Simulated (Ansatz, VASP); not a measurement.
One calculation of GaSi2, two programs

```
Ga Si
1.0
     3.76238    0.00000    0.00000
    -1.88119    3.25831    0.00000
     0.00000    0.00000    5.05650
Ga Si
1 2
Direct
  0.00000 0.00000 0.00000
  0.66667 0.33333 0.73993
  0.66667 0.33333 0.26007
```

Alike in both runs: functional PBE; k mesh 6 × 6 × 4; occupations gaussian, width 0.1 eV; no spin polarisation.

Ansatz relaxed the structure, and its values are those at the end. VASP's run is a single point on that final structure, the one shown.

|  | VASP | Ansatz |
| --- | --- | --- |
| version | VASP 6.6.1 | Ansatz 0.2.0 |
| potentials or method | VASP PAW PBE potentials, release 64 (Ga_d, Si), cutoff 520 eV | scalar-relativistic, plane waves, PAW |
| valence electrons in the cell | 21 | 21 |

|  | VASP | Ansatz | Ansatz less VASP |
| --- | --- | --- | --- |
| gap on the k mesh at the Fermi level (eV) | none | none | - |
| pressure (GPa) | 0.4 | 0.3 | -0.01 |
| rms of the force components (eV/Å) | 0.004 | 0.002 | -0.0021 |

A gap of «none» marks a metal or a gap that the smearing closes.
